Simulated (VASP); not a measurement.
Runs of VASP 6.6.1 on CsMoPb4. The structure is that of space group P6/mmm (No. 191), or close to it. The cells are those of the table. The cell was generated, and may not be a known phase.

```csv
task,spin,cell,cutoff (eV),gap on the mesh (eV),pressure (GPa)
single point,off,"a = 6.505, b = 6.505, c = 6.367 Å, angles 90.0, 90.0, 120.0°, 6 atoms",520,none,-3.7
single point,off,"a = 5.827, b = 5.827, c = 6.510 Å, angles 90.0, 90.0, 120.0°, 6 atoms",520,none,0.1
single point,collinear,"a = 5.827, b = 5.827, c = 6.510 Å, angles 90.0, 90.0, 120.0°, 6 atoms",520,none,(a)
relaxation of cell and atoms,off,"relaxed from a = 6.505, b = 6.505, c = 6.367 Å, angles 90.0, 90.0, 120.0°, 6 atoms",600,none,-0.1
```

Alike in all rows: level PBE; potentials or basis VASP PAW PBE potentials, release 64 (Cs_sv, Mo_sv, Pb_d); k mesh 3 × 3 × 4; smearing gaussian 0.1 eV.

Problem. Estimate the missing entries.

Solution. (a) 2.6.

Caveats: all runs use coarse meshes; spin-orbit coupling is left out, which moves the levels of the heavy elements.

A k mesh can miss the band edges, and the runs leave out spin-orbit coupling on Cs, Mo, Pb.

A gap of «none» marks levels without a gap at the run's occupations.
